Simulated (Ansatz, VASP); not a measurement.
Co in VASP and in Ansatz

```
Co
1.0
     2.38955    0.00000    0.00000
     0.00000    2.38955    0.00000
     0.00000    0.00000    2.38955
Co
1
Direct
  0.00000 0.00000 0.00000
```

Alike in both runs: task single point; functional revPBE; k mesh 15 × 15 × 15; occupations fermi-dirac, width 0.05 eV; collinear spin.

|  | VASP | Ansatz |
| --- | --- | --- |
| version | VASP 6.6.1 | Ansatz 0.2.0 |
| potentials or method | VASP PAW PBE potentials, release 64 (Co), cutoff 520 eV | plane waves (420 eV) with PAW, scalar-relativistic |
| valence electrons in the cell | 9 | 17 |

```tsv
	VASP	Ansatz	Ansatz less VASP
pressure (GPa)	-5.4	-4.9	+0.57
net moment per atom (μB)	1.90	1.94	+0.031
size of the moment on the site where the two differ most (μB)	1.92	1.96	+0.042
```

VASP's potentials were made for PBE, not for revPBE. Site moments also hang on the region over which each program counts them. VASP's potentials hold 9 valence electrons a cell and Ansatz's 17, so a difference there can come from the potentials and not from the codes.
